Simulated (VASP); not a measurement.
Input of a VASP 6.6.1 run:

INCAR

```
PREC = Accurate
ENCUT = 520
EDIFF = 1E-7
ISMEAR = 0
SIGMA = 0.15
LREAL = False
LASPH = True
NELM = 80
ALGO = Fast
ISIF = 2
LWAVE = False
LCHARG = False
GGA = CA
NBANDS = 34
```

Contents of KPOINTS:

```
regular mesh
0
Gamma
  10 10 10
```

Contents of POSCAR:

```
Ga
1.0
    2.2085777266     -3.7454996903     -0.1656433295
    2.2085777266      3.7454996903     -0.1656433295
   -0.3329304646      0.0000000000      5.1049337912
Ga
4
Direct
    0.1560190462      0.8439809538      0.0845038705
    0.6560190462      0.3439809538      0.4154961295
    0.8439809538      0.1560190462      0.9154961295
    0.3439809538      0.6560190462      0.5845038705
```

Potentials or basis: VASP PAW LDA potentials, release 64 (Ga_d).

The run is started by

```console
$ cat potpaw_LDA.64/Ga_d/POTCAR > POTCAR
$ mpirun -np 1 vasp_std > vasp.out
```

Estimate the band gap on the k mesh.

zero (band 26 reaches 4.71 eV, above the bottom of band 27 at 3.02 eV).

What does it give for the pressure?

-4.8 GPa.

What does it give for the largest force?

0.360 eV/Å.

Stress tensor (GPa, compression positive):
```
-5.62  0.00  1.69
 0.00 -2.22  0.00
 1.69  0.00 -6.57
```

Caveat: the cell differs from its parent crystal (engineering shear strain xz -0.1500, normal strain along z +0.1500).
